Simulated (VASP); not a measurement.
Write the native input for VASP 6.6.1 that does the following.

| Quantity | Value |
| --- | --- |
| Task | single point |
| Functional | LDA |
| Potentials or basis | VASP PAW LDA potentials, release 64 (Tl_d, S) |
| Cutoff | 520 eV |
| k mesh | 9 × 9 × 9 |
| Occupations | methfessel-paxton, width 0.15 eV |
| Spin | non-collinear spin, zero start, spin-orbit coupling |
| Starting moments | [[0.0, 0.0, 0.0], [0.0, 0.0, 0.0]] μB |
| Dipole correction | no |
| Further INCAR settings | ALGO = Normal; EDIFF = 1e-07; NBANDS = 31 |

The structure of TlS lies in POSCAR:

```
TlS
1.0
    3.5956400000      0.0000000000      0.0000000000
    0.0000000000      3.5956400000      0.0000000000
    0.0000000000      0.0000000000      3.5956400000
Tl S
1 1
Direct
    0.5000000000      0.5000000000      0.5000000000
    0.0000000000      0.0000000000      0.0000000000
```

These files were run (other wordings do the same):

INCAR

```
PREC = Accurate ; ENCUT = 520
EDIFF = 1E-7 ; ISMEAR = 1
SIGMA = 0.15 ; LREAL = False
LASPH = True ; NELM = 150
ALGO = Normal ; ISIF = 2
LWAVE = False ; LCHARG = False
MAGMOM = 0 0 0 0 0 0 ; LORBIT = 11
LSORBIT = True ; GGA_COMPAT = False
LORBMOM = True ; GGA = CA
NBANDS = 31
```

KPOINTS

```
regular mesh
0
Gamma
  9 9 9
```

Potentials or basis: VASP PAW LDA potentials, release 64 (Tl_d, S).

Launch:

```bash
$ cat potpaw_LDA.64/Tl_d/POTCAR potpaw_LDA.64/S/POTCAR > POTCAR
$ mpirun -np 1 vasp_ncl > vasp.out
```

It gave:

- Pressure: -5.2 GPa
- Net moment: 0.00 μB per cell
- Valence electrons inside the program's atomic spheres: Tl 11.12; S 3.58

Caveat: the cell stands under tension.

Wall time 62 s on 1 thread of Intel(R) Xeon(R) Platinum 8375C CPU @ 2.90GHz (Ice Lake), on a shared host, peak memory 0.24 GiB.
